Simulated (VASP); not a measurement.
# ScZnC4N4 (P-43m) in VASP: further runs

The runs below take ScZnC4N4 through single point, relaxation of cell and atoms, with PBE.

Everything below comes from runs of VASP 6.6.1. Logs are shortened: lines on timing, memory, paths and dates and some standing lists are left out, and cuts for length are marked.

### 1 The cell of the first run

It takes space group P-43m (No. 215, cubic). Conventional cell: a = 6.004 Å, b = 6.004 Å, c = 6.004 Å, α = 90.00°, β = 90.00°, γ = 90.00°. Within 2.7 Å of Sc (site symmetry -43m) lie 4 C at 2.02 Å. Zn (site symmetry -43m) has 4 N at 2.01 Å within 2.7 Å. C (site symmetry 3m) has 1 N at 1.17 Å within 1.6 Å. N (site symmetry 3m) has 1 C at 1.17 Å within 1.6 Å.

### 2 Single point, PBE

INCAR

```
SYSTEM = ScZnC4N4
  PREC = Accurate
  ENCUT = 520
  EDIFF = 1E-7
  ISMEAR = 0
  SIGMA = 0.1
  LREAL = .FALSE.
  LASPH = .TRUE.
  NELM = 100
  ALGO = Normal
  ISIF = 2
  LWAVE = .FALSE.
  LCHARG = .FALSE.
  GGA = PE
  NBANDS = 40
```

KPOINTS

```
Automatic mesh
0
G
  4 4 4
  0 0 0
```

POSCAR

```
ScZnC4N4
1.0
    6.0038654500      0.0000000000      0.0000000000
    0.0000000000      6.0038654500      0.0000000000
    0.0000000000      0.0000000000      6.0038654500
Sc Zn C N
1 1 4 4
Direct
    0.0000000000      0.0000000000      0.0000000000
    0.5000000000      0.5000000000      0.5000000000
    0.1944417700      0.1944417700      0.1944417700
    0.1944417700      0.8055582300      0.8055582300
    0.8055582300      0.1944417700      0.8055582300
    0.8055582300      0.8055582300      0.1944417700
    0.3069525900      0.3069525900      0.3069525900
    0.3069525900      0.6930474100      0.6930474100
    0.6930474100      0.3069525900      0.6930474100
    0.6930474100      0.6930474100      0.3069525900
```

Potentials or basis: VASP PAW PBE potentials, release 64 (Sc_sv, Zn, C, N).

Started as:

```console
$ cat potpaw_PBE.64/Sc_sv/POTCAR potpaw_PBE.64/Zn/POTCAR potpaw_PBE.64/C/POTCAR potpaw_PBE.64/N/POTCAR > POTCAR
$ mpirun -np 1 vasp_std > vasp.out
```

OUTCAR:

```text
SYSTEM = ScZnC4N4
   PREC = Accurate
   ENCUT = 520
   EDIFF = 1E-7
   ISMEAR = 0
   LREAL = .FALSE.
   LASPH = .TRUE.
   NELM = 100
   ISIF = 2
   GGA = PE

 ion  position               nearest neighbor table
   1  0.000  0.000  0.000-   3 2.02   4 2.02   5 2.02   6 2.02
   2  0.500  0.500  0.500-   7 2.01   8 2.01   9 2.01  10 2.01
   3  0.194  0.194  0.194-   7 1.17   1 2.02
   4  0.194  0.806  0.806-   8 1.17   1 2.02
   5  0.806  0.194  0.806-   9 1.17   1 2.02
   6  0.806  0.806  0.194-  10 1.17   1 2.02
   7  0.307  0.307  0.307-   3 1.17   2 2.01
   8  0.307  0.693  0.693-   4 1.17   2 2.01
   9  0.693  0.307  0.693-   5 1.17   2 2.01
  10  0.693  0.693  0.307-   6 1.17   2 2.01

  LATTYP: Found a simple cubic cell.
 ALAT       =     6.0038654500

  Lattice vectors:

 A1 = (   6.0038654500,   0.0000000000,   0.0000000000)
 A2 = (   0.0000000000,   6.0038654500,   0.0000000000)
 A3 = (   0.0000000000,   0.0000000000,   6.0038654500)

Analysis of symmetry for initial positions (statically):
=====================================================================
 Subroutine PRICEL returns:
 Original cell was already a primitive cell.

 Routine SETGRP: Setting up the symmetry group for a
 simple cubic supercell.

 Subroutine GETGRP returns: Found 24 space group operations
 (whereof 24 operations were pure point group operations)
 out of a pool of 48 trial point group operations.

The static configuration has the point symmetry T_d .

Analysis of symmetry for dynamics (positions and initial velocities):
=====================================================================
 Subroutine PRICEL returns:
 Original cell was already a primitive cell.

 Routine SETGRP: Setting up the symmetry group for a
 simple cubic supercell.

 Subroutine GETGRP returns: Found 24 space group operations
 (whereof 24 operations were pure point group operations)
 out of a pool of 48 trial point group operations.

The dynamic configuration has the point symmetry T_d .

 Subroutine INISYM returns: Found 24 space group operations
 (whereof 24 operations are pure point group operations),
 and found     1 'primitive' translations

----------------------------------------------------------------------------------------

                                     Primitive cell

  volume of cell :     216.4177

  direct lattice vectors                    reciprocal lattice vectors
     6.003865450  0.000000000  0.000000000     0.166559362  0.000000000  0.000000000
     0.000000000  6.003865450  0.000000000     0.000000000  0.166559362  0.000000000
     0.000000000  0.000000000  6.003865450     0.000000000  0.000000000  0.166559362

  length of vectors
     6.003865450  6.003865450  6.003865450     0.166559362  0.166559362  0.166559362

  position of ions in fractional coordinates (direct lattice)
     0.000000000  0.000000000  0.000000000
     0.500000000  0.500000000  0.500000000
     0.194441770  0.194441770  0.194441770
     0.194441770  0.805558230  0.805558230
     0.805558230  0.194441770  0.805558230
     0.805558230  0.805558230  0.194441770
     0.306952590  0.306952590  0.306952590
     0.306952590  0.693047410  0.693047410
     0.693047410  0.306952590  0.693047410
     0.693047410  0.693047410  0.306952590

  ion indices of the primitive-cell ions
   primitive index   ion index
                 1           1
                 2           2
                 3           3
                 4           4
                 5           5
                 6           6
                 7           7
                 8           8
                 9           9
                10          10

----------------------------------------------------------------------------------------

 KPOINTS: Automatic mesh

Automatic generation of k-mesh.
 Grid dimensions read from file:
 generate k-points for:    4    4    4

 Generating k-lattice:

  Cartesian coordinates                     Fractional coordinates (reciprocal lattice)
     0.041639841  0.000000000  0.000000000     0.250000000  0.000000000  0.000000000
     0.000000000  0.041639841  0.000000000     0.000000000  0.250000000  0.000000000
     0.000000000  0.000000000  0.041639841     0.000000000  0.000000000  0.250000000

  Length of vectors
     0.041639841  0.041639841  0.041639841

  Shift w.r.t. Gamma in fractional coordinates (k-lattice)
     0.000000000  0.000000000  0.000000000

 Subroutine IBZKPT returns following result:
 ===========================================

 Found     10 irreducible k-points:

 Following reciprocal coordinates:
            Coordinates               Weight
  0.000000  0.000000  0.000000      1.000000
  0.250000  0.000000  0.000000      6.000000
  0.500000  0.000000  0.000000      3.000000
  0.250000  0.250000  0.000000     12.000000
  0.500000  0.250000  0.000000     12.000000
  0.500000  0.500000  0.000000      3.000000
  0.250000  0.250000  0.250000      8.000000
  0.500000  0.250000  0.250000     12.000000
  0.500000  0.500000  0.250000      6.000000
  0.500000  0.500000  0.500000      1.000000
   k-points           NKPTS =     10   k-points in BZ     NKDIM =     10   number of bands    NBANDS=     40
   number of dos      NEDOS =    301   number of ions     NIONS =     10
   total plane-waves  NPLWV = 110592
   dimension x,y,z NGX =    48 NGY =   48 NGZ =   48
   dimension x,y,z NGXF=    96 NGYF=   96 NGZF=   96
   ions per type =               1   1   4   4
   NGX,Y,Z   is equivalent  to a cutoff of  13.29, 13.29, 13.29 a.u.
   NGXF,Y,Z  is equivalent  to a cutoff of  26.58, 26.58, 26.58 a.u.
 SYSTEM =  ScZnC4N4
   PREC   = accura    normal or accurate (medium, high low for compatibility)
   ISTART =      0    job   : 0-new  1-cont  2-samecut
   ICHARG =      2    charge: 1-file 2-atom 10-const
   ISPIN  =      1    spin polarized calculation?
   LNONCOLLINEAR =      F non collinear calculations
   LSORBIT =      F    spin-orbit coupling
   LASPH  =      T    aspherical Exc in radial PAW
   ENCUT  =  520.0 eV  38.22 Ry    6.18 a.u.  11.16 11.16 11.16*2*pi/ulx,y,z
   NELM   =    100;   NELMIN=  2; NELMDL= -5     # of ELM steps
   EDIFF  = 0.1E-06   stopping-criterion for ELM
   LREAL  =      F    real-space projection
   EDIFFG = 0.1E-05   stopping-criterion for IOM
   NSW    =      0    number of steps for IOM
   IBRION =     -1    ionic relax: 0-MD 1-quasi-New 2-CG
   NFREE  =      0    steps in history (QN), initial steepest desc. (CG)
   ISIF   =      2    stress and relaxation
   ISYM   =      2    0-nonsym 1-usesym 2-fastsym
   POTIM  = 0.5000    time-step for ionic-motion
   TEBEG  =    0.0;   TEEND  =   0.0 temperature during run
   PSTRESS=    0.0 pullay stress
   NELECT =      59.0000    total number of electrons
   NUPDOWN=      -1.0000    fix difference up-down
   EMIN   =  10.00;   EMAX   =-10.00  energy-range for DOS
   EFERMI =   0.00;   METHOD = LEGACY
   ISMEAR =     0;   SIGMA  =   0.10  broadening in eV -4-tet -1-fermi 0-gaus
   EFERMI_NEDOS =   21; number of points for ismear=-14 and -15
   IALGO  =     38    algorithm
   IMIX   =      4    mixing-type and parameters
     AMIX     =   0.40;   BMIX     =  1.00
     AMIX_MAG =   1.60;   BMIX_MAG =  1.00
  volume/ion in A,a.u.               =      21.64       146.05
  Fermi-wavevector in a.u.,A,eV,Ry     =   1.061519  2.005981 15.331360  1.126823
  Thomas-Fermi vector in A             =   2.196938
   LORBIT       =      0    0 simple, 1 ext, 2 COOP (PROOUT), +10 PAW based schemes
   GGA     = PE    functional components
   LHFCALC =     F    Hartree Fock is set to
   AEXX    =    0.0000 exact exchange contribution
   IVDW    =     0    specifies the selected vdW correction
   LEPSILON=     F    determine dielectric tensor
   LRPA    =     F    only Hartree local field effects (RPA)
 non-spin polarized calculation
 Gauss-broadening in eV      SIGMA  =   0.10
  energy-cutoff  :      520.00
  volume of cell :      216.42
 maximum number of plane-waves:      5856
 NGX is ok and might be reduce to    48
   NGX = 23   NGY = 23   NGZ = 23

 number of electron      59.0000018 magnetization

 Free energy of the ion-electron system (eV)
  ---------------------------------------------------
  ext. energy  EPLUGINS =         0.00000000
  ---------------------------------------------------
  free energy    TOTEN  =       -74.35950408 eV

  energy without entropy =      -74.28820054  energy(sigma->0) =      -74.32385231

 E-fermi :   0.7474     XC(G=0):  -6.9394

 val. band max:        0.7296229409   @ k =   0.2500   0.0000   0.0000
 cond. band min:       0.7478756445   @ k =   0.5000   0.5000   0.2500
 fundamental gap:      0.0182527036
 Fermi energy:         0.7474159127

 k-point     1 :       0.0000    0.0000    0.0000
  band No.  band energies     occupation
      1     -48.5960      2.00000
      2     -27.4397      2.00000
      3     -27.4397      2.00000
      4     -27.4397      2.00000
      5     -18.9149      2.00000
      6     -18.7941      2.00000
[... 32 lines left out ...]
     39       5.0376      0.00000
     40       5.6771      0.00000

 k-point     2 :       0.2500    0.0000    0.0000
  band No.  band energies     occupation
      1     -48.5960      2.00000
      2     -27.4398      2.00000
      3     -27.4397      2.00000
      4     -27.4397      2.00000
      5     -18.9013      2.00000
      6     -18.8079      2.00000
[... 333 lines left out ...]
     39       5.2541      0.00000
     40       5.3619      0.00000

 k-point    10 :       0.5000    0.5000    0.5000
  band No.  band energies     occupation
      1     -48.5960      2.00000
      2     -27.4399      2.00000
      3     -27.4399      2.00000
      4     -27.4399      2.00000
      5     -18.8716      2.00000
      6     -18.8077      2.00000
[... 32 lines left out ...]
     39       5.2772      0.00000
     40       5.2772      0.00000

------------------------ aborting loop because EDIFF is reached ----------------------------------------

  FORCE on cell =-STRESS in cart. coord.  units (eV):
  Direction    XX          YY          ZZ          XY          YZ          ZX
  --------------------------------------------------------------------------------------
  -------------------------------------------------------------------------------------
  Total        9.0933031      9.0933031      9.0933031      0.0000000      0.0000000      0.0000000
  in kB       67.3192701     67.3192701     67.3192701      0.0000000      0.0000000      0.0000000
  external PRESSURE =      67.3192701 kB  Pullay stress =       0.0000000 kB

 VOLUME and BASIS-vectors are now :
 -----------------------------------------------------------------------------
  energy-cutoff  :      520.00
  volume of cell :      216.42
      direct lattice vectors                 reciprocal lattice vectors
     6.003865450  0.000000000  0.000000000     0.166559362  0.000000000  0.000000000
     0.000000000  6.003865450  0.000000000     0.000000000  0.166559362  0.000000000
     0.000000000  0.000000000  6.003865450     0.000000000  0.000000000  0.166559362

 POSITION                                       TOTAL-FORCE (eV/Angst)
 -----------------------------------------------------------------------------------
      0.00000      0.00000      0.00000         0.000000     -0.000000      0.000000
      3.00193      3.00193      3.00193         0.000000     -0.000000      0.000000
      1.16740      1.16740      1.16740         1.451806      1.451806      1.451806
      1.16740      4.83646      4.83646         1.451806     -1.451806     -1.451806
      4.83646      1.16740      4.83646        -1.451806      1.451806     -1.451806
      4.83646      4.83646      1.16740        -1.451806     -1.451806      1.451806
      1.84290      1.84290      1.84290         0.719408      0.719408      0.719408
      1.84290      4.16096      4.16096         0.719408     -0.719408     -0.719408
      4.16096      1.84290      4.16096        -0.719408      0.719408     -0.719408
      4.16096      4.16096      1.84290        -0.719408     -0.719408      0.719408
 -----------------------------------------------------------------------------------
    total drift:                                0.000000      0.000000     -0.000000

  FREE ENERGIE OF THE ION-ELECTRON SYSTEM (eV)
  ---------------------------------------------------
  free  energy   TOTEN  =       -74.3595040757 eV

  energy  without entropy=      -74.2882005402  energy(sigma->0) =      -74.32385231
```

Run time: 1.8 min. Hardware: 1 thread of Oxide Virtual Turin-like, shared host; peak memory 0.35 GiB.

What came out:

- Free energy: -74.3595 eV
- Pressure: 6.7 GPa
- Largest force: 2.515 eV/Å
- Band gap on the k mesh: zero (an odd number of electrons rules out a gap without spin polarisation)

Forces on the atoms (eV/Å):
```
Sc   0.000  0.000  0.000
Zn   0.000  0.000  0.000
C    1.452  1.452  1.452
C    1.452 -1.452 -1.452
C   -1.452  1.452 -1.452
C   -1.452 -1.452  1.452
N    0.719  0.719  0.719
N    0.719 -0.719 -0.719
N   -0.719  0.719 -0.719
N   -0.719 -0.719  0.719
```

Caveat: the cell stands under pressure; an odd number of electrons without spin polarisation forces a metal; a magnetic or distorted state may lie lower.

(Continued in part 2 of 3.)

The gap in the log of VASP goes by the Fermi energy; the results here count the filled bands.